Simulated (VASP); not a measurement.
# TiO2 (P2_1/c) in VASP: a series of runs

The runs below take TiO2 through single point, with RPBE+D3(BJ), r2SCAN.

Everything below comes from runs of VASP 6.6.1. Logs are shortened: lines on timing, memory, paths and dates and some standing lists are left out, and cuts for length are marked.

## (1) The cell of the first run

The structure is monoclinic, space group P2_1/c (No. 14). The conventional cell has a = 4.599 Å, b = 4.884 Å, c = 4.753 Å, α = 90.00°, β = 97.99°, γ = 90.00°. Within 2.5 Å of Ti (site symmetry 1) lie 7 O at 1.88 to 2.07 Å. Within 3.2 Å of O (site symmetry 1) lie 5 Ti at 1.88 to 3.07 Å and 12 O at 2.39 to 3.10 Å. Within 3.0 Å of O (site symmetry 1) lie 4 Ti at 1.97 to 2.04 Å and 10 O at 2.38 to 2.90 Å.

## (2) Single point, RPBE+D3(BJ)

The input, INCAR:

```
SYSTEM = TiO2
ALGO = Normal
EDIFF = 1E-6
ENCUT = 520
GGA = RP
ISIF = 2
ISMEAR = -1
IVDW = 12
LASPH = .TRUE.
LCHARG = .FALSE.
LREAL = .FALSE.
LWAVE = .FALSE.
NBANDS = 60
NELM = 100
PREC = Accurate
SIGMA = 0.05
```

The input, KPOINTS:

```
k-points
0
G
  6 6 6
  0 0 0
```

The input, POSCAR:

```
TiO2
1.0
    4.5987758250      0.0000000000      0.0799094765
    0.0000000000      4.8841741816      0.0000000000
   -0.7420655671      0.0000000000      4.6947343112
Ti O
4 8
Direct
    0.2795271993      0.0460837295      0.2121979729
    0.7204728007      0.5460837295      0.2878020271
    0.7204728007      0.9539162705      0.7878020271
    0.2795271993      0.4539162705      0.7121979729
    0.0880583159      0.1240474665      0.8002502996
    0.9119416841      0.6240474665      0.6997497004
    0.9119416841      0.8759525335      0.1997497004
    0.0880583159      0.3759525335      0.3002502996
    0.4336899432      0.7643586848      0.4902676661
    0.5663100568      0.2643586848      0.0097323339
    0.5663100568      0.2356413152      0.5097323339
    0.4336899432      0.7356413152      0.9902676661
```

Potentials or basis: VASP PAW PBE potentials, release 64 (Ti_sv, O).

Run with:

```
$ cat potpaw_PBE.64/Ti_sv/POTCAR potpaw_PBE.64/O/POTCAR > POTCAR
$ mpirun -np 1 vasp_std > vasp.out
```

OUTCAR:

```text
SYSTEM = TiO2
   EDIFF = 1E-6
   ENCUT = 520
   GGA = RP
   ISIF = 2
   ISMEAR = -1
   IVDW = 12
   LASPH = .TRUE.
   LREAL = .FALSE.
   NELM = 100
   PREC = Accurate
 IVDW          = 12

 ion  position               nearest neighbor table
   1  0.280  0.046  0.212-   7 1.88   8 1.91   9 1.97  11 2.02  12 2.03  10 2.04   5 2.07
   2  0.720  0.546  0.288-   8 1.88   7 1.91  10 1.97  12 2.02  11 2.03   9 2.04   6 2.07
   3  0.720  0.954  0.788-   5 1.88   6 1.91  11 1.97   9 2.02  10 2.03  12 2.04   7 2.07
   4  0.280  0.454  0.712-   6 1.88   5 1.91  12 1.97  10 2.02   9 2.03  11 2.04   8 2.07
   5  0.088  0.124  0.800-   3 1.88   4 1.91   1 2.07
   6  0.912  0.624  0.700-   4 1.88   3 1.91   2 2.07
   7  0.912  0.876  0.200-   1 1.88   2 1.91   3 2.07
   8  0.088  0.376  0.300-   2 1.88   1 1.91   4 2.07
   9  0.434  0.764  0.490-   1 1.97   3 2.02   4 2.03   2 2.04
  10  0.566  0.264  0.010-   2 1.97   4 2.02   3 2.03   1 2.04
  11  0.566  0.236  0.510-   3 1.97   1 2.02   2 2.03   4 2.04
  12  0.434  0.736  0.990-   4 1.97   2 2.02   1 2.03   3 2.04

  LATTYP: Found a simple monoclinic cell.
 ALAT       =     4.5994700361
 B/A-ratio  =     1.0618993369
 C/A-ratio  =     1.0333841002
 COS(beta)  =    -0.1389409498

  Lattice vectors:

 A1 = (   4.5987758250,   0.0000000000,   0.0799094765)
 A2 = (   0.0000000000,   4.8841741816,   0.0000000000)
 A3 = (  -0.7420655671,   0.0000000000,   4.6947343112)

Analysis of symmetry for initial positions (statically):
=====================================================================
 Subroutine PRICEL returns:
 Original cell was already a primitive cell.

 Routine SETGRP: Setting up the symmetry group for a
 simple monoclinic supercell.

 Subroutine GETGRP returns: Found  4 space group operations
 (whereof  2 operations were pure point group operations)
 out of a pool of  4 trial point group operations.

The static configuration has the point symmetry S_2 .
 The point group associated with its full space group is C_2h.

Analysis of symmetry for dynamics (positions and initial velocities):
=====================================================================
 Subroutine PRICEL returns:
 Original cell was already a primitive cell.

 Routine SETGRP: Setting up the symmetry group for a
 simple monoclinic supercell.

 Subroutine GETGRP returns: Found  4 space group operations
 (whereof  2 operations were pure point group operations)
 out of a pool of  4 trial point group operations.

The dynamic configuration has the point symmetry S_2 .
 The point group associated with its full space group is C_2h.

 Subroutine INISYM returns: Found  4 space group operations
 (whereof  2 operations are pure point group operations),
 and found     1 'primitive' translations

----------------------------------------------------------------------------------------

                                     Primitive cell

  volume of cell :     105.7391

  direct lattice vectors                    reciprocal lattice vectors
     4.598775825  0.000000000  0.079909477     0.216853574  0.000000000  0.034276609
     0.000000000  4.884174182  0.000000000     0.000000000  0.204742903  0.000000000
    -0.742065567  0.000000000  4.694734311    -0.003691083  0.000000000  0.212421174

  length of vectors
     4.599470036  4.884174182  4.753019205     0.219545800  0.204742903  0.212453240

  position of ions in fractional coordinates (direct lattice)
     0.279527199  0.046083729  0.212197973
     0.720472801  0.546083729  0.287802027
     0.720472801  0.953916271  0.787802027
     0.279527199  0.453916271  0.712197973
     0.088058316  0.124047467  0.800250300
     0.911941684  0.624047467  0.699749700
     0.911941684  0.875952533  0.199749700
     0.088058316  0.375952533  0.300250300
     0.433689943  0.764358685  0.490267666
     0.566310057  0.264358685  0.009732334
     0.566310057  0.235641315  0.509732334
     0.433689943  0.735641315  0.990267666

  ion indices of the primitive-cell ions
   primitive index   ion index
                 1           1
[... 50 lines left out ...]
  ---------------------------------------------------
  ext. energy  EPLUGINS =         0.00000000
  ---------------------------------------------------
  free energy    TOTEN  =      -100.38077850 eV

  energy without entropy =     -100.38077850  energy(sigma->0) =     -100.38077850

 E-fermi :   7.9497     XC(G=0): -12.2665

 val. band max:        6.8797709498   @ k =   0.0000   0.0000   0.0000
 cond. band min:       9.2802565688   @ k =   0.5000   0.0000  -0.0000
 fundamental gap:      2.4004856190
 Fermi energy:         7.9496809553

 k-point     1 :       0.0000    0.0000    0.0000
  band No.  band energies     occupation
      1     -49.7366      2.00000
      2     -49.6878      2.00000
      3     -49.6797      2.00000
      4     -49.6774      2.00000
      5     -26.1789      2.00000
      6     -26.1281      2.00000
[... 52 lines left out ...]
     59      11.7962      0.00000
     60      11.8471      0.00000

 k-point     2 :       0.1667    0.0000    0.0000
  band No.  band energies     occupation
      1     -49.7334      2.00000
      2     -49.6874      2.00000
      3     -49.6829      2.00000
      4     -49.6778      2.00000
      5     -26.1581      2.00000
      6     -26.1264      2.00000
[... 52 lines left out ...]
     59      11.7064      0.00000
     60      11.7533      0.00000

 k-point     3 :       0.3333    0.0000    0.0000
  band No.  band energies     occupation
      1     -49.7251      2.00000
      2     -49.6912      2.00000
      3     -49.6866      2.00000
      4     -49.6785      2.00000
      5     -26.1273      2.00000
      6     -26.1015      2.00000
[... 1312 lines left out ...]
     59      11.6201      0.00000
     60      11.7825      0.00000

 k-point    24 :       0.1667    0.1667    0.1667
  band No.  band energies     occupation
      1     -49.7256      2.00000
      2     -49.6931      2.00000
      3     -49.6840      2.00000
      4     -49.6786      2.00000
      5     -26.1264      2.00000
      6     -26.0952      2.00000
[... 52 lines left out ...]
     59      11.6948      0.00000
     60      11.7132      0.00000

 [... further k-points ...]

------------------------ aborting loop because EDIFF is reached ----------------------------------------

 Edisp (eV)  -15.32020

 E8    (eV) :    -9.2763

  FORCE on cell =-STRESS in cart. coord.  units (eV):
  Direction    XX          YY          ZZ          XY          YZ          ZX
  --------------------------------------------------------------------------------------
  -------------------------------------------------------------------------------------
  Total       0.62656     0.62453     0.52373     0.00000     0.00000     0.08096
  in kB       9.49381     9.46303     7.93563     0.00000     0.00000     1.22672
  external pressure =        8.96 kB  Pullay stress =        0.00 kB

 VOLUME and BASIS-vectors are now :
 -----------------------------------------------------------------------------
  energy-cutoff  :      520.00
  volume of cell :      105.74
      direct lattice vectors                 reciprocal lattice vectors
     4.598775825  0.000000000  0.079909477     0.216853574  0.000000000  0.034276609
     0.000000000  4.884174182  0.000000000     0.000000000  0.204742903  0.000000000
    -0.742065567  0.000000000  4.694734311    -0.003691083  0.000000000  0.212421174

 POSITION                                       TOTAL-FORCE (eV/Angst)
 -----------------------------------------------------------------------------------
      1.12802      0.22508      1.01855         0.014465     -0.010057     -0.000790
      3.09972      2.66717      1.40873        -0.014465     -0.010057      0.000790
      2.72869      4.65909      3.75609        -0.014465      0.010057      0.000790
      0.75699      2.21701      3.36592         0.014465      0.010057     -0.000790
     -0.18888      0.60587      3.76400         0.014700     -0.006298     -0.014672
      3.67456      3.04796      3.35801        -0.014700     -0.006298      0.014672
      4.04559      4.27830      1.01064        -0.014700      0.006298      0.014672
      0.18216      1.83622      1.41663         0.014700      0.006298     -0.014672
      1.63063      3.73326      2.33633        -0.023271     -0.002950     -0.000486
      2.59711      1.29117      0.09094         0.023271     -0.002950      0.000486
      2.22608      1.15091      2.43831         0.023271      0.002950      0.000486
      1.25960      3.59300      4.68370        -0.023271      0.002950     -0.000486
 -----------------------------------------------------------------------------------
    total drift:                               -0.000000      0.000000      0.000000

  FREE ENERGIE OF THE ION-ELECTRON SYSTEM (eV)
  ---------------------------------------------------
  free  energy   TOTEN  =      -115.7009741002 eV

  energy  without entropy=     -115.7009741002  energy(sigma->0) =     -115.70097410
```

Wall time 11 min (1 thread of Intel Xeon Platinum 8259CL at 2.50GHz (Skylake/Cascade Lake), shared host); peak memory 0.45 GiB.

What came out:

* Free energy: -115.7010 eV
* Pressure: 0.9 GPa
* Largest force: 0.023 eV/Å
* Band gap on the k mesh: 2.40 eV (least direct gap 2.55 eV)
* Dispersion energy per atom: -1.277 eV

Forces on the atoms (eV/Å):
```
Ti   0.014 -0.010 -0.001
Ti  -0.014 -0.010  0.001
Ti  -0.014  0.010  0.001
Ti   0.014  0.010 -0.001
O    0.015 -0.006 -0.015
O   -0.015 -0.006  0.015
O   -0.015  0.006  0.015
O    0.015  0.006 -0.015
O   -0.023 -0.003  0.000
O    0.023 -0.003  0.000
O    0.023  0.003  0.000
O   -0.023  0.003  0.000
```

Levels at points of the mesh, in eV from the valence-band top:
| k point | band 45 | band 46 | band 47 | band 48 | band 49 | band 50 | band 51 | band 52 |
| --- | --- | --- | --- | --- | --- | --- | --- | --- |
| (0.00, 0.00, 0.00) | -0.77 | -0.27 | -0.11 | 0.00 | 2.55 | 2.84 | 3.06 | 3.24 |
| (0.50, 0.00, 0.00) | -0.71 | -0.51 | -0.29 | -0.19 | 2.40 | 3.13 | 3.18 | 3.26 |
| (0.00, 0.50, 0.00) | -0.69 | -0.69 | -0.49 | -0.49 | 3.11 | 3.11 | 3.24 | 3.24 |
| (0.50, 0.50, 0.00) | -0.91 | -0.91 | -0.59 | -0.59 | 3.06 | 3.06 | 3.21 | 3.21 |
| (0.00, 0.00, 0.50) | -0.67 | -0.67 | -0.20 | -0.20 | 2.81 | 2.81 | 3.09 | 3.09 |
| (0.50, 0.00, 0.50) | -1.02 | -1.02 | -0.34 | -0.34 | 2.59 | 2.59 | 3.27 | 3.27 |
| (0.00, 0.50, 0.50) | -0.99 | -0.99 | -0.69 | -0.69 | 2.81 | 2.81 | 3.22 | 3.22 |
| (0.50, 0.50, 0.50) | -1.17 | -1.17 | -0.77 | -0.77 | 3.11 | 3.11 | 3.13 | 3.13 |

Caveat: the PAW data sets were made with another functional, which shifts forces and pressure a little.

## (3) Single point, r2SCAN

This run uses another cell than the first one, of 9.70 Å³/atom.

The input, POSCAR:

```
TiO2
1.0
    4.8126997814      0.0000000000      0.0000000000
    0.0000000000      4.8718844600      0.0000000000
   -0.8628854487      0.0000000000      4.9665942755
Ti O
4 8
Direct
    0.2774352600      0.0528083600      0.2131482700
    0.7225647400      0.5528083600      0.2868517300
    0.7225647400      0.9471916400      0.7868517300
    0.2774352600      0.4471916400      0.7131482700
    0.0638382200      0.1769655200      0.8515567400
    0.9361617800      0.6769655200      0.6484432600
    0.9361617800      0.8230344800      0.1484432600
    0.0638382200      0.3230344800      0.3515567400
    0.4453609900      0.7576317400      0.4667718600
    0.5546390100      0.2576317400      0.0332281400
    0.5546390100      0.2423682600      0.5332281400
    0.4453609900      0.7423682600      0.9667718600
```

The input, INCAR.step1:

```
SYSTEM = TiO2
  PREC = Accurate
  ENCUT = 520
  ISMEAR = -1
  SIGMA = 0.05
  LREAL = .False.
  LASPH = .True.
  NELM = 60
  NBANDS = 60
  GGA = PE
  ALGO = Normal
  EDIFF = 1E-4
  LWAVE = .True.
  LCHARG = .False.
```

The input, INCAR.step2:

```
SYSTEM = TiO2
  PREC = Accurate
  ENCUT = 520
  EDIFF = 1E-7
  ISMEAR = -1
  SIGMA = 0.05
  LREAL = .False.
  LASPH = .True.
  NELM = 60
  ALGO = Normal
  ISIF = 2
  LWAVE = .False.
  LCHARG = .False.
  METAGGA = R2SCAN
  LMIXTAU = .True.
  NBANDS = 60
  ISTART = 1
```

The input, KPOINTS:

```
regular mesh
0
Gamma
  6 6 6
  0 0 0
```

Potentials or basis: VASP PAW PBE potentials, release 64 (Ti_sv, O).

Run with:

```
$ cat potpaw_PBE.64/Ti_sv/POTCAR potpaw_PBE.64/O/POTCAR > POTCAR
$ cp INCAR.step1 INCAR
$ mpirun -np 1 vasp_std > vasp.out
$ cp INCAR.step2 INCAR
$ mpirun -np 1 vasp_std > vasp.out
```

Run time: 63 min. Hardware: 1 thread of Oxide Virtual Turin-like, shared host; peak memory 0.47 GiB.

It converged, with:

| Item | Value |
| --- | --- |
| Free energy | -139.2175 eV |
| Pressure | 0.0 GPa |
| Largest force | 0.045 eV/Å |
| Band gap on the k mesh | 2.68 eV (least direct gap 2.74 eV) |

Forces in eV/Å, atoms in the order of the input:
```
Ti  -0.044  0.002 -0.011
Ti   0.044  0.002  0.011
Ti   0.044 -0.002  0.011
Ti  -0.044 -0.002 -0.011
O    0.020  0.000 -0.011
O   -0.020  0.000  0.011
O   -0.020  0.000  0.011
O    0.020  0.000 -0.011
O    0.002  0.011 -0.005
O   -0.002  0.011  0.005
O   -0.002 -0.011  0.005
O    0.002 -0.011 -0.005
```

Stress tensor (GPa, compression positive):
```
-0.12  0.00 -0.05
 0.00  0.02  0.00
-0.05  0.00  0.05
```

Levels at points of the mesh, in eV from the valence-band top:
```tsv
k point	band 45	band 46	band 47	band 48	band 49	band 50	band 51	band 52
(0.00, 0.00, 0.00)	-0.67	-0.57	-0.01	0.00	2.83	2.91	3.30	3.41
(0.50, 0.00, 0.00)	-0.87	-0.73	-0.51	-0.06	2.68	3.23	3.24	3.38
(0.00, 0.50, 0.00)	-0.94	-0.94	-0.39	-0.39	3.22	3.22	3.54	3.54
(0.50, 0.50, 0.00)	-1.00	-1.00	-0.75	-0.75	3.08	3.08	3.32	3.32
(0.00, 0.00, 0.50)	-1.08	-1.08	-0.42	-0.42	3.04	3.04	3.21	3.21
(0.50, 0.00, 0.50)	-1.11	-1.11	-0.64	-0.64	2.74	2.74	3.63	3.63
(0.00, 0.50, 0.50)	-1.14	-1.14	-0.85	-0.85	3.05	3.05	3.17	3.17
(0.50, 0.50, 0.50)	-1.20	-1.20	-0.93	-0.93	2.93	2.93	3.27	3.27
```

Caveat: the PAW data sets were made with another functional, which shifts forces and pressure a little.

## (4) Single point, r2SCAN

This run uses another cell than the first one, of 9.67 Å³/atom.

The input, POSCAR:

```
TiO2
1.0
    4.8040052039      0.0000000000     -0.0016511871
    0.0000000000      4.8661214579      0.0000000000
   -0.8630305548      0.0000000000      4.9662665389
Ti O
4 8
Direct
    0.2770023189      0.0544871192      0.2145429615
    0.7229976811      0.5544871192      0.2854570385
    0.7229976811      0.9455128808      0.7854570385
    0.2770023189      0.4455128808      0.7145429615
    0.0635036771      0.1776885466      0.8522439277
    0.9364963229      0.6776885466      0.6477560723
    0.9364963229      0.8223114534      0.1477560723
    0.0635036771      0.3223114534      0.3522439277
    0.4463051896      0.7579746717      0.4633583238
    0.5536948104      0.2579746717      0.0366416762
    0.5536948104      0.2420253283      0.5366416762
    0.4463051896      0.7420253283      0.9633583238
```

The input, INCAR.step1:

```
ALGO = Normal
EDIFF = 1E-4
ENCUT = 520
GGA = PE
ISMEAR = -1
LASPH = T
LCHARG = F
LREAL = F
LWAVE = T
NBANDS = 60
NELM = 60
PREC = Accurate
SIGMA = 0.05
```

The input, INCAR.step2:

```
ALGO = Normal
EDIFF = 1E-7
ENCUT = 520
ISIF = 2
ISMEAR = -1
ISTART = 1
LASPH = T
LCHARG = T
LELF = T
LMIXTAU = T
LREAL = F
LVHAR = T
LWAVE = F
METAGGA = R2SCAN
NBANDS = 60
NELM = 60
PREC = Accurate
SIGMA = 0.05
```

The input, KPOINTS:

```
k-points
0
Gamma
  6 6 6
```

Run with:

```
$ cat potpaw_PBE.64/Ti_sv/POTCAR potpaw_PBE.64/O/POTCAR > POTCAR
$ cp INCAR.step1 INCAR
$ mpirun -np 1 vasp_std > vasp.out
$ cp INCAR.step2 INCAR
$ mpirun -np 1 vasp_std > vasp.out
```

Wall time 59 min (1 thread of Oxide Virtual Turin-like, shared host); peak memory 0.47 GiB.

Results (log left out):

| Item | Value |
| --- | --- |
| Free energy | -139.2109 eV |
| Pressure | 1.5 GPa |
| Largest force | 0.103 eV/Å |
| Band gap on the k mesh | 2.72 eV (least direct gap 2.81 eV) |

Forces on the atoms (eV/Å):
```
Ti   0.032 -0.087 -0.043
Ti  -0.032 -0.087  0.043
Ti  -0.032  0.087  0.043
Ti   0.032  0.087 -0.043
O   -0.041 -0.039  0.017
O    0.041 -0.039 -0.017
O    0.041  0.039 -0.017
O   -0.041  0.039  0.017
O   -0.049 -0.017  0.044
O    0.049 -0.017 -0.044
O    0.049  0.017 -0.044
O   -0.049  0.017  0.044
```

Stress tensor (GPa, compression positive):
```
 1.63  0.00 -0.01
 0.00  1.59  0.00
-0.01  0.00  1.39
```

Levels at points of the mesh, in eV from the valence-band top:
| k point | band 44 | band 45 | band 46 | band 47 | band 48 | band 49 | band 50 | band 51 | band 52 | band 53 |
| --- | --- | --- | --- | --- | --- | --- | --- | --- | --- | --- |
| (0.00, 0.00, 0.00) | -1.10 | -0.71 | -0.60 | -0.05 | 0.00 | 2.85 | 2.94 | 3.32 | 3.45 | 3.60 |
| (0.50, 0.00, 0.00) | -0.88 | -0.87 | -0.78 | -0.54 | -0.10 | 2.72 | 3.26 | 3.27 | 3.42 | 3.86 |
| (0.00, 0.50, 0.00) | -1.34 | -0.96 | -0.96 | -0.38 | -0.38 | 3.26 | 3.26 | 3.59 | 3.59 | 3.69 |
| (0.50, 0.50, 0.00) | -1.71 | -1.00 | -1.00 | -0.78 | -0.78 | 3.10 | 3.10 | 3.37 | 3.37 | 3.60 |
| (0.00, 0.00, 0.50) | -1.38 | -1.09 | -1.09 | -0.43 | -0.43 | 3.06 | 3.06 | 3.26 | 3.26 | 3.81 |
| (0.50, 0.00, 0.50) | -1.37 | -1.11 | -1.11 | -0.66 | -0.66 | 2.76 | 2.76 | 3.68 | 3.68 | 3.79 |
| (0.00, 0.50, 0.50) | -1.22 | -1.14 | -1.14 | -0.88 | -0.88 | 3.09 | 3.09 | 3.22 | 3.22 | 3.81 |
| (0.50, 0.50, 0.50) | -1.45 | -1.21 | -1.21 | -0.95 | -0.95 | 2.97 | 2.97 | 3.31 | 3.31 | 3.71 |

Caveat: the PAW data sets were made with another functional, which shifts forces and pressure a little.

## (5) Overview

```tsv
level	cell	gap on the mesh (eV)	pressure (GPa)	largest force (eV/Å)
RPBE+D3(BJ)	a = 4.599, b = 4.884, c = 4.753 Å, angles 90.0, 98.0, 90.0°, 12 atoms, atomic positions A	2.40	0.9	0.02
r2SCAN	a = 4.813, b = 4.872, c = 5.041 Å, angles 90.0, 99.9, 90.0°, 12 atoms, atomic positions B	2.68	0.0	0.05
r2SCAN	a = 4.804, b = 4.866, c = 5.041 Å, angles 90.0, 99.9, 90.0°, 12 atoms, atomic positions C	2.72	1.5	0.10
```

Alike in all rows: task single point; potentials or basis VASP PAW PBE potentials, release 64 (Ti_sv, O); no spin polarisation; k mesh 6 × 6 × 6; cutoff (eV) 520; smearing fermi-dirac 0.05 eV.

Caveats: the PAW data sets were made with another functional, which shifts forces and pressure a little.

Total energies depend on the potentials used, so only differences within one code and one set of settings carry meaning.
